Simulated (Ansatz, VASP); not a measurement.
**Re in VASP and in Ansatz**

```
Re
1.0
     2.61155    0.00000    0.00000
    -1.30577    2.26167    0.00000
     0.00000    0.00000    4.17583
Re
2
Direct
  0.33333 0.66667 0.25000
  0.66667 0.33333 0.75000
```

Change from the starting cell: volume scaled by 1.01.

Alike in both runs: task single point; functional LDA; k mesh 14 × 14 × 8; occupations fermi-dirac, width 0.05 eV; no spin polarisation.

|  | VASP | Ansatz |
| --- | --- | --- |
| version | VASP 6.6.1 | Ansatz 0.2.0 |
| potentials or method | VASP PAW LDA potentials, release 64 (Re), cutoff 520 eV | all-electron LAPW, scalar-relativistic |

```csv
,VASP,Ansatz,Ansatz less VASP
pressure (GPa),89.0,83.8,-5.21
"traceless stress, the component that is largest in VASP (GPa)",4.38,4.49,+0.115
```

LDA's correlation is that of Perdew and Zunger in VASP and of Perdew and Wang (1992) in Ansatz. Both programs put the cell under a high pressure, so it lies far from rest at this level. Ansatz ran all-electron here, and VASP with PAW potentials.

Neither program's run includes spin-orbit coupling. Noted on VASP's run: the cell as given lies far from equilibrium.
